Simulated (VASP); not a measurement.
A run of VASP 6.6.1 is set up as follows.

File POSCAR:

```
Pd4Pt
1.0
   -3.2473751203      3.2473751203      1.9496705685
    3.2473751203     -3.2473751203      1.9496705685
    3.2473751203      3.2473751203     -1.9496705685
Pd Pt
4 1
Direct
    0.0000000000      0.2908714960      0.2908714960
    0.0000000000      0.7091285040      0.7091285040
    0.2908714960      0.0000000000      0.2908714960
    0.7091285040      0.0000000000      0.7091285040
    0.5000000000      0.5000000000      0.0000000000
```

Contents of INCAR.step1:

```
PREC     = Accurate       # precision mode
ENCUT    = 520            # plane-wave cutoff, eV
ISMEAR   = 0              # smearing method
SIGMA    = 0.1            # smearing width, eV
LREAL    = F              # projectors in reciprocal space
LASPH    = T              # aspherical terms in the spheres
NELM     = 80             # most SCF steps
NBANDS   = 33             # bands
GGA      = PE             # functional
ALGO     = Normal         # electronic algorithm
EDIFF    = 1E-4           # SCF threshold, eV
LWAVE    = T              # write WAVECAR
LCHARG   = F              # write CHGCAR
```

INCAR.step2

```
PREC     = Accurate       # precision mode
ENCUT    = 520            # plane-wave cutoff, eV
EDIFF    = 1E-6           # SCF threshold, eV
ISMEAR   = 0              # smearing method
SIGMA    = 0.1            # smearing width, eV
LREAL    = F              # projectors in reciprocal space
LASPH    = T              # aspherical terms in the spheres
NELM     = 80             # most SCF steps
ALGO     = Normal         # electronic algorithm
ISIF     = 2              # what is computed and relaxed
LWAVE    = F              # write WAVECAR
LCHARG   = F              # write CHGCAR
METAGGA  = R2SCAN         # meta-GGA
LMIXTAU  = T            
NBANDS   = 33             # bands
ISTART   = 1
```

File KPOINTS:

```
Automatic mesh
0
Gamma
  10 10 10
```

Potentials or basis: VASP PAW PBE potentials, release 64 (Pd, Pt).

Run with:

```console
$ cat potpaw_PBE.64/Pd/POTCAR potpaw_PBE.64/Pt/POTCAR > POTCAR
$ cp INCAR.step1 INCAR
$ mpirun -np 1 vasp_std > vasp.out
$ cp INCAR.step2 INCAR
$ mpirun -np 1 vasp_std > vasp.out
```

Predict the pressure.

-3.8 GPa.

What does it give for the band gap on the k mesh?

Zero (bands 25 and 26 overlap by 0.61 eV).

Stress tensor (GPa, compression positive):
```
-3.39  0.00  0.00
 0.00 -3.39  0.00
 0.00  0.00 -4.52
```

Caveat: the cell stands under tension; the PAW data sets were made with another functional, which shifts forces and pressure a little; spin-orbit coupling is left out, which moves the levels of the heavy elements.
